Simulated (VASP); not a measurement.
# KI (P4/mmm) in VASP: notebook

KI is run at these levels: PBE; tasks: single point.

All numbers are computed with VASP 6.6.1; they aren't measurements. Logs are shortened: lines on timing, memory, paths and dates and some standing lists are left out, and cuts for length are marked.

**1. The cell of the first run**

The structure is tetragonal, space group P4/mmm (No. 123). Conventional cell: a = 4.291 Å, b = 4.291 Å, c = 4.227 Å, α = 90.00°, β = 90.00°, γ = 90.00°. K (site symmetry 4/mmm) has 8 I at 3.70 Å and 6 K at 4.23 to 4.29 Å within 4.9 Å. Within 4.9 Å of I (site symmetry 4/mmm) lie 8 K at 3.70 Å and 6 I at 4.23 to 4.29 Å.

**2. Single point, PBE (strain +0.000 along x and y, -0.015 along z)**

INCAR reads:

```
SYSTEM = KI
PREC = Accurate ; ENCUT = 520
EDIFF = 1E-6 ; ISMEAR = 0
SIGMA = 0.05 ; LREAL = .False.
LASPH = .True. ; NELM = 60
ALGO = Normal ; ISIF = 2
LWAVE = .False. ; LCHARG = .False.
GGA = PE ; NBANDS = 15
```

KPOINTS reads:

```
Automatic mesh
0
Gamma
  6 6 6
  0 0 0
```

POSCAR reads:

```
KI
1.0
    4.2911966600      0.0000000000      0.0000000000
    0.0000000000      4.2911966600      0.0000000000
    0.0000000000      0.0000000000      4.2268287101
K I
1 1
Direct
    0.0000000000      0.0000000000      0.0000000000
    0.5000000000      0.5000000000      0.5000000000
```

Potentials or basis: VASP PAW PBE potentials, release 64 (K_sv, I).

On the command line:

```sh
cat potpaw_PBE.64/K_sv/POTCAR potpaw_PBE.64/I/POTCAR > POTCAR
mpirun -np 1 vasp_std > vasp.out
```

OUTCAR:

```text
SYSTEM = KI
   PREC = Accurate
   ENCUT = 520
   EDIFF = 1E-6
   ISMEAR = 0
   LREAL = .False.
   LASPH = .True.
   NELM = 60
   ISIF = 2
   GGA = PE

 ion  position               nearest neighbor table
   1  0.000  0.000  0.000-
   2  0.500  0.500  0.500-

  LATTYP: Found a simple tetragonal cell.
 ALAT       =     4.2911966600
 C/A-ratio  =     0.9850000000

  Lattice vectors:

 A1 = (   4.2911966600,   0.0000000000,   0.0000000000)
 A2 = (   0.0000000000,   4.2911966600,   0.0000000000)
 A3 = (   0.0000000000,   0.0000000000,   4.2268287101)

Analysis of symmetry for initial positions (statically):
=====================================================================
 Subroutine PRICEL returns:
 Original cell was already a primitive cell.

 Routine SETGRP: Setting up the symmetry group for a
 simple tetragonal supercell.

 Subroutine GETGRP returns: Found 16 space group operations
 (whereof 16 operations were pure point group operations)
 out of a pool of 16 trial point group operations.

The static configuration has the point symmetry D_4h.

Analysis of symmetry for dynamics (positions and initial velocities):
=====================================================================
 Subroutine PRICEL returns:
 Original cell was already a primitive cell.

 Routine SETGRP: Setting up the symmetry group for a
 simple tetragonal supercell.

 Subroutine GETGRP returns: Found 16 space group operations
 (whereof 16 operations were pure point group operations)
 out of a pool of 16 trial point group operations.

The dynamic configuration has the point symmetry D_4h.

 Subroutine INISYM returns: Found 16 space group operations
 (whereof 16 operations are pure point group operations),
 and found     1 'primitive' translations

----------------------------------------------------------------------------------------

                                     Primitive cell

  volume of cell :      77.8344

  direct lattice vectors                    reciprocal lattice vectors
     4.291196660  0.000000000  0.000000000     0.233035230  0.000000000  0.000000000
     0.000000000  4.291196660  0.000000000     0.000000000  0.233035230  0.000000000
     0.000000000  0.000000000  4.226828710     0.000000000  0.000000000  0.236583990

  length of vectors
     4.291196660  4.291196660  4.226828710     0.233035230  0.233035230  0.236583990

  position of ions in fractional coordinates (direct lattice)
     0.000000000  0.000000000  0.000000000
     0.500000000  0.500000000  0.500000000

  ion indices of the primitive-cell ions
   primitive index   ion index
                 1           1
                 2           2

----------------------------------------------------------------------------------------

 KPOINTS: Automatic mesh

Automatic generation of k-mesh.
 Grid dimensions read from file:
 generate k-points for:    6    6    6

 Generating k-lattice:

  Cartesian coordinates                     Fractional coordinates (reciprocal lattice)
     0.038839205  0.000000000  0.000000000     0.166666667  0.000000000  0.000000000
     0.000000000  0.038839205  0.000000000     0.000000000  0.166666667  0.000000000
     0.000000000  0.000000000  0.039430665     0.000000000  0.000000000  0.166666667

  Length of vectors
     0.038839205  0.038839205  0.039430665

  Shift w.r.t. Gamma in fractional coordinates (k-lattice)
     0.000000000  0.000000000  0.000000000

 Subroutine IBZKPT returns following result:
 ===========================================

 Found     40 irreducible k-points:

 Following reciprocal coordinates:
            Coordinates               Weight
  0.000000  0.000000  0.000000      1.000000
  0.166667  0.000000  0.000000      4.000000
  0.333333  0.000000  0.000000      4.000000
  0.500000  0.000000  0.000000      2.000000
  0.166667  0.166667  0.000000      4.000000
  0.333333  0.166667  0.000000      8.000000
[... 16 lines left out ...]
  0.333333  0.000000  0.333333      8.000000
  0.500000  0.000000  0.333333      4.000000
 [... further k-points ...]
   k-points           NKPTS =     40   k-points in BZ     NKDIM =     40   number of bands    NBANDS=     15
   number of dos      NEDOS =    301   number of ions     NIONS =      2
   total plane-waves  NPLWV =  32768
   dimension x,y,z NGX =    32 NGY =   32 NGZ =   32
   dimension x,y,z NGXF=    64 NGYF=   64 NGZF=   64
   ions per type =               1   1
   NGX,Y,Z   is equivalent  to a cutoff of  12.40, 12.40, 12.59 a.u.
   NGXF,Y,Z  is equivalent  to a cutoff of  24.79, 24.79, 25.17 a.u.
 SYSTEM =  KI
   PREC   = accura    normal or accurate (medium, high low for compatibility)
   ISTART =      0    job   : 0-new  1-cont  2-samecut
   ICHARG =      2    charge: 1-file 2-atom 10-const
   ISPIN  =      1    spin polarized calculation?
   LNONCOLLINEAR =      F non collinear calculations
   LSORBIT =      F    spin-orbit coupling
   LASPH  =      T    aspherical Exc in radial PAW
   ENCUT  =  520.0 eV  38.22 Ry    6.18 a.u.   7.98  7.98  7.86*2*pi/ulx,y,z
   NELM   =     60;   NELMIN=  2; NELMDL= -5     # of ELM steps
   EDIFF  = 0.1E-05   stopping-criterion for ELM
   LREAL  =      F    real-space projection
   EDIFFG = 0.1E-04   stopping-criterion for IOM
   NSW    =      0    number of steps for IOM
   IBRION =     -1    ionic relax: 0-MD 1-quasi-New 2-CG
   NFREE  =      0    steps in history (QN), initial steepest desc. (CG)
   ISIF   =      2    stress and relaxation
   ISYM   =      2    0-nonsym 1-usesym 2-fastsym
   POTIM  = 0.5000    time-step for ionic-motion
   TEBEG  =    0.0;   TEEND  =   0.0 temperature during run
   PSTRESS=    0.0 pullay stress
   NELECT =      16.0000    total number of electrons
   NUPDOWN=      -1.0000    fix difference up-down
   EMIN   =  10.00;   EMAX   =-10.00  energy-range for DOS
   EFERMI =   0.00;   METHOD = LEGACY
   ISMEAR =     0;   SIGMA  =   0.05  broadening in eV -4-tet -1-fermi 0-gaus
   EFERMI_NEDOS =   21; number of points for ismear=-14 and -15
   IALGO  =     38    algorithm
   IMIX   =      4    mixing-type and parameters
     AMIX     =   0.40;   BMIX     =  1.00
     AMIX_MAG =   1.60;   BMIX_MAG =  1.00
  volume/ion in A,a.u.               =      38.92       262.63
  Fermi-wavevector in a.u.,A,eV,Ry     =   0.966179  1.825814 12.701068  0.933502
  Thomas-Fermi vector in A             =   2.095959
   LORBIT       =      0    0 simple, 1 ext, 2 COOP (PROOUT), +10 PAW based schemes
   GGA     = PE    functional components
   LHFCALC =     F    Hartree Fock is set to
   AEXX    =    0.0000 exact exchange contribution
   IVDW    =     0    specifies the selected vdW correction
   LEPSILON=     F    determine dielectric tensor
   LRPA    =     F    only Hartree local field effects (RPA)
 non-spin polarized calculation
 Gauss-broadening in eV      SIGMA  =   0.05
  energy-cutoff  :      520.00
  volume of cell :       77.83
 maximum number of plane-waves:      2128
 NGX is ok and might be reduce to    32
   NGX = 15   NGY = 15   NGZ = 15

 number of electron      16.0000001 magnetization

 Free energy of the ion-electron system (eV)
  ---------------------------------------------------
  ext. energy  EPLUGINS =         0.00000000
  ---------------------------------------------------
  free energy    TOTEN  =        -5.41504546 eV

  energy without entropy =       -5.41504546  energy(sigma->0) =       -5.41504546

 E-fermi :   1.3116     XC(G=0):  -7.7713

 val. band max:        1.0370295177   @ k =   0.5000   0.5000   0.0000
 cond. band min:       4.3472485771   @ k =   0.0000   0.0000   0.0000
 fundamental gap:      3.3102190595
 Fermi energy:         1.3115564834

 k-point     1 :       0.0000    0.0000    0.0000
  band No.  band energies     occupation
      1     -28.3839      2.00000
      2     -11.8374      2.00000
      3     -11.8374      2.00000
      4     -11.8370      2.00000
      5     -10.2182      2.00000
      6       0.5773      2.00000
      7       0.5773      2.00000
      8       0.6842      2.00000
      9       4.3472      0.00000
     10       5.6830      0.00000
     11       5.7516      0.00000
     12       9.3193      0.00000
     13       9.4218      0.00000
     14       9.4218      0.00000
     15      11.4157      0.00000

 k-point     2 :       0.1667    0.0000    0.0000
  band No.  band energies     occupation
      1     -28.3827      2.00000
      2     -11.8842      2.00000
      3     -11.8344      2.00000
      4     -11.8341      2.00000
      5     -10.1384      2.00000
      6      -0.0677      2.00000
      7       0.5932      2.00000
      8       0.7014      2.00000
      9       4.9352      0.00000
     10       5.9337      0.00000
     11       6.3619      0.00000
     12       9.2430      0.00000
     13       9.3434      0.00000
     14       9.5303      0.00000
     15      10.5013      0.00000

 k-point     3 :       0.3333    0.0000    0.0000
  band No.  band energies     occupation
      1     -28.3803      2.00000
      2     -11.9701      2.00000
      3     -11.8284      2.00000
      4     -11.8284      2.00000
      5      -9.9810      2.00000
      6      -0.9876      2.00000
      7       0.6249      2.00000
      8       0.7358      2.00000
      9       5.8832      0.00000
     10       6.5095      0.00000
     11       7.6873      0.00000
     12       9.0079      0.00000
     13       9.2562      0.00000
     14       9.3525      0.00000
     15       9.7863      0.00000

 k-point     4 :       0.5000    0.0000    0.0000
  band No.  band energies     occupation
      1     -28.3792      2.00000
      2     -12.0099      2.00000
      3     -11.8255      2.00000
      4     -11.8254      2.00000
      5      -9.9026      2.00000
      6      -1.3595      2.00000
      7       0.6408      2.00000
      8       0.7530      2.00000
      9       6.5084      0.00000
     10       7.1391      0.00000
     11       8.0282      0.00000
     12       8.0926      0.00000
     13       9.6492      0.00000
     14       9.7117      0.00000
     15       9.7295      0.00000
[... 307 lines left out ...]
 k-point    22 :       0.1667    0.0000    0.3333
  band No.  band energies     occupation
      1     -28.3785      2.00000
      2     -11.9620      2.00000
      3     -11.8545      2.00000
      4     -11.8250      2.00000
      5      -9.9422      2.00000
      6      -0.8716      2.00000
      7       0.1705      2.00000
      8       0.6970      2.00000
      9       6.1466      0.00000
     10       6.5852      0.00000
     11       7.7307      0.00000
     12       8.5731      0.00000
     13       8.9302      0.00000
     14       9.5771      0.00000
     15       9.7994      0.00000

 k-point    23 :       0.3333    0.0000    0.3333
  band No.  band energies     occupation
      1     -28.3762      2.00000
      2     -11.9356      2.00000
      3     -11.9035      2.00000
      4     -11.8203      2.00000
      5      -9.8894      2.00000
      6      -0.7062      2.00000
      7      -0.5041      2.00000
      8       0.8109      2.00000
      9       5.7898      0.00000
     10       6.5850      0.00000
     11       8.0411      0.00000
     12       8.6302      0.00000
     13       8.6931      0.00000
     14       9.0136      0.00000
     15      10.3732      0.00000

 k-point    24 :       0.5000    0.0000    0.3333
  band No.  band energies     occupation
      1     -28.3751      2.00000
      2     -11.9423      2.00000
      3     -11.9075      2.00000
      4     -11.8179      2.00000
      5      -9.8624      2.00000
      6      -0.9169      2.00000
      7      -0.4757      2.00000
      8       0.8710      2.00000
      9       5.4139      0.00000
     10       6.7035      0.00000
     11       7.9597      0.00000
     12       8.1322      0.00000
     13       8.8416      0.00000
     14       9.8333      0.00000
     15      10.4684      0.00000

 [... further k-points ...]

------------------------ aborting loop because EDIFF is reached ----------------------------------------

  FORCE on cell =-STRESS in cart. coord.  units (eV):
  Direction    XX          YY          ZZ          XY          YZ          ZX
  --------------------------------------------------------------------------------------
  -------------------------------------------------------------------------------------
  Total        0.2855752      0.2855752      0.5138775      0.0000000      0.0000000     -0.0000000
  in kB        5.8784066      5.8784066     10.5778820      0.0000000      0.0000000     -0.0000000
  external PRESSURE =       7.4448984 kB  Pullay stress =       0.0000000 kB

 VOLUME and BASIS-vectors are now :
 -----------------------------------------------------------------------------
  energy-cutoff  :      520.00
  volume of cell :       77.83
      direct lattice vectors                 reciprocal lattice vectors
     4.291196660  0.000000000  0.000000000     0.233035230  0.000000000  0.000000000
     0.000000000  4.291196660  0.000000000     0.000000000  0.233035230  0.000000000
     0.000000000  0.000000000  4.226828710     0.000000000  0.000000000  0.236583990

 POSITION                                       TOTAL-FORCE (eV/Angst)
 -----------------------------------------------------------------------------------
      0.00000      0.00000      0.00000         0.000000      0.000000      0.000000
      2.14560      2.14560      2.11341         0.000000      0.000000      0.000000
 -----------------------------------------------------------------------------------
    total drift:                                0.000000      0.000000     -0.000000

  FREE ENERGIE OF THE ION-ELECTRON SYSTEM (eV)
  ---------------------------------------------------
  free  energy   TOTEN  =        -5.4150454637 eV

  energy  without entropy=       -5.4150454637  energy(sigma->0) =       -5.41504546
```

Run time: 11 s. Hardware: 1 thread of AMD EPYC 9R45 (Zen 5), shared host; peak memory 0.17 GiB.

What came out:

| Quantity | Value |
| --- | --- |
| Free energy | -5.4150 eV |
| Pressure | 0.7 GPa |
| Band gap on the k mesh | 3.31 eV (least direct gap 3.66 eV) |

Stress tensor (GPa, compression positive):
```
0.59 0.00 0.00
0.00 0.59 0.00
0.00 0.00 1.06
```

Levels at points of the mesh, in eV from the valence-band top:
```tsv
k point	band 6	band 7	band 8	band 9	band 10	band 11
(0.00, 0.00, 0.00)	-0.46	-0.46	-0.35	3.31	4.65	4.71
(0.50, 0.00, 0.00)	-2.40	-0.40	-0.28	5.47	6.10	6.99
(0.50, 0.50, 0.00)	-1.81	-1.81	0.00	3.82	5.72	6.82
(0.00, 0.00, 0.50)	-2.41	-0.37	-0.37	5.46	6.13	6.98
(0.50, 0.00, 0.50)	-1.83	-1.78	-0.08	3.86	5.61	6.68
(0.50, 0.50, 0.50)	-1.78	-1.74	-1.74	5.57	5.57	5.60
```

Caveat: the cell differs from its parent crystal (strain +0.000 along x and y, -0.015 along z); spin-orbit coupling is left out, which moves the levels of the heavy elements. A k mesh can miss the band edges.

**3. Single point, PBE (strain -0.015 along x and y, +0.030 along z)**

INCAR reads:

```
SYSTEM = KI
PREC = Accurate
ENCUT = 520
EDIFF = 1E-7
ISMEAR = 0
SIGMA = 0.05
LREAL = .False.
LASPH = .True.
NELM = 60
ALGO = Normal
ISIF = 2
LWAVE = .False.
LCHARG = .True.
GGA = PE
LELF = .True.
LVHAR = .True.
NBANDS = 15
```

KPOINTS reads:

```
regular mesh
0
Gamma
  6 6 6
  0 0 0
```

POSCAR reads:

```
KI
1.0
    4.2268287101      0.0000000000      0.0000000000
    0.0000000000      4.2268287101      0.0000000000
    0.0000000000      0.0000000000      4.4199325598
K I
1 1
Direct
    0.0000000000      0.0000000000      0.0000000000
    0.5000000000      0.5000000000      0.5000000000
```

Potentials or basis: VASP PAW PBE potentials, release 64 (K_sv, I).

On the command line:

```sh
cat potpaw_PBE.64/K_sv/POTCAR potpaw_PBE.64/I/POTCAR > POTCAR
mpirun -np 1 vasp_std > vasp.out
```

OUTCAR:

```text
SYSTEM = KI
   PREC = Accurate
   ENCUT = 520
   EDIFF = 1E-7
   ISMEAR = 0
   LREAL = .False.
   LASPH = .True.
   NELM = 60
   ISIF = 2
   GGA = PE

 ion  position               nearest neighbor table
   1  0.000  0.000  0.000-
   2  0.500  0.500  0.500-

  LATTYP: Found a simple tetragonal cell.
 ALAT       =     4.2268287101
 C/A-ratio  =     1.0456852792

  Lattice vectors:

 A1 = (   4.2268287101,   0.0000000000,   0.0000000000)
[... 618 lines left out ...]

------------------------ aborting loop because EDIFF is reached ----------------------------------------

  FORCE on cell =-STRESS in cart. coord.  units (eV):
  Direction    XX          YY          ZZ          XY          YZ          ZX
  --------------------------------------------------------------------------------------
  -------------------------------------------------------------------------------------
  Total        0.4753000      0.4753000     -0.1745637      0.0000000      0.0000000      0.0000000
  in kB        9.6434736      9.6434736     -3.5417634      0.0000000      0.0000000      0.0000000
  external PRESSURE =       5.2483946 kB  Pullay stress =       0.0000000 kB

 VOLUME and BASIS-vectors are now :
 -----------------------------------------------------------------------------
  energy-cutoff  :      520.00
  volume of cell :       78.97
      direct lattice vectors                 reciprocal lattice vectors
     4.226828710  0.000000000  0.000000000     0.236583990  0.000000000  0.000000000
     0.000000000  4.226828710  0.000000000     0.000000000  0.236583990  0.000000000
     0.000000000  0.000000000  4.419932560     0.000000000  0.000000000  0.226247796

 POSITION                                       TOTAL-FORCE (eV/Angst)
 -----------------------------------------------------------------------------------
      0.00000      0.00000      0.00000         0.000000      0.000000      0.000000
      2.11341      2.11341      2.20997         0.000000      0.000000      0.000000
 -----------------------------------------------------------------------------------
    total drift:                                0.000000      0.000000     -0.000000

  FREE ENERGIE OF THE ION-ELECTRON SYSTEM (eV)
  ---------------------------------------------------
  free  energy   TOTEN  =        -5.4109931707 eV

  energy  without entropy=       -5.4109931707  energy(sigma->0) =       -5.41099317
```

OSZICAR:

```text
N       E                     dE             d eps       ncg     rms          rms(c)
DAV:   1     0.853808220003E+02    0.85381E+02   -0.65868E+03  1200   0.918E+02
DAV:   2    -0.480656939811E+00   -0.85861E+02   -0.80298E+02  1522   0.214E+02
DAV:   3    -0.527353839688E+01   -0.47929E+01   -0.47714E+01  1728   0.435E+01
DAV:   4    -0.551917323122E+01   -0.24563E+00   -0.24559E+00  1840   0.861E+00
DAV:   5    -0.552147680304E+01   -0.23036E-02   -0.23035E-02  1735   0.904E-01    0.269E+00
DAV:   6    -0.542842644234E+01    0.93050E-01   -0.67108E-02  1536   0.175E+00    0.193E+00
DAV:   7    -0.540832429334E+01    0.20102E-01   -0.91788E-02  1599   0.174E+00    0.739E-01
DAV:   8    -0.541077596526E+01   -0.24517E-02   -0.13400E-02  1397   0.758E-01    0.155E-01
DAV:   9    -0.541091984443E+01   -0.14388E-03   -0.58453E-04  1676   0.162E-01    0.721E-02
DAV:  10    -0.541097687978E+01   -0.57035E-04   -0.92211E-05  1517   0.612E-02    0.163E-02
DAV:  11    -0.541099389137E+01   -0.17012E-04   -0.26632E-05  1466   0.337E-02    0.185E-02
DAV:  12    -0.541099345145E+01    0.43992E-06   -0.59667E-07  1669   0.589E-03    0.119E-02
DAV:  13    -0.541099324217E+01    0.20928E-06   -0.29347E-07  1487   0.310E-03    0.403E-03
DAV:  14    -0.541099317068E+01    0.71491E-07   -0.13155E-07  1588   0.178E-03
   1 F= -.54109932E+01 E0= -.54109932E+01  d E =-.132702E-13
```

It took 17 s on 1 thread of AMD EPYC 9R45 (Zen 5), shared host; peak memory 0.17 GiB.

Results:

| Property | Result |
| --- | --- |
| Free energy | -5.4110 eV |
| Pressure | 0.5 GPa |
| Band gap on the k mesh | 3.22 eV (least direct gap 3.56 eV) |

Caveat: the cell differs from its parent crystal (strain -0.015 along x and y, +0.030 along z); spin-orbit coupling is left out, which moves the levels of the heavy elements. A k mesh can miss the band edges.

(Continued in part 2 of 2.)
